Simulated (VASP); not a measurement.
Set up this calculation in VASP 6.6.1, as the native input.

```
Task                   : single point
Functional             : LDA
Potentials or basis    : VASP PAW PBE potentials, release 64 (Lu)
Cutoff                 : 520 eV
k mesh                 : 19 × 19 × 19
Occupations            : fermi-dirac, width 0.08 eV
Spin                   : no spin polarisation
Dipole correction      : no
Further INCAR settings : ALGO = Normal; EDIFF = 1e-07; NBANDS = 18
```

The structure of Lu lies in POSCAR:

```
Lu
1.0
    0.0000000000      1.7397819490      1.7397819490
    1.7397819490      0.0000000000      1.7397819490
    1.7397819490      1.7397819490      0.0000000000
Lu
1
Direct
    0.0000000000      0.0000000000      0.0000000000
```

This cell differs from its parent crystal: volume scaled by 0.412, to set the pressure.

These files were run (other wordings do the same):

INCAR

```
SYSTEM = Lu
ALGO = Normal
EDIFF = 1E-7
ENCUT = 520
GGA = CA
ISIF = 2
ISMEAR = -1
LASPH = .True.
LCHARG = .True.
LELF = .True.
LREAL = .False.
LVHAR = .True.
LWAVE = .False.
NBANDS = 18
NELM = 60
PREC = Accurate
SIGMA = 0.08
```

KPOINTS

```
k-points
0
Gamma
  19 19 19
  0 0 0
```

Potentials or basis: VASP PAW PBE potentials, release 64 (Lu).

The run is started by

```console
$ cat potpaw_PBE.64/Lu/POTCAR > POTCAR
$ mpirun -np 1 vasp_std > vasp.out
```

It gave:

The pressure is 257.1 GPa.

Caveat: the cell differs from its parent crystal (volume scaled by 0.412, to set the pressure); the PAW data sets were made with another functional, which shifts forces and pressure a little.

It took 31 s on 1 thread of Intel(R) Xeon(R) Platinum 8488C (Sapphire Rapids) (shared host), peak memory 0.16 GiB.
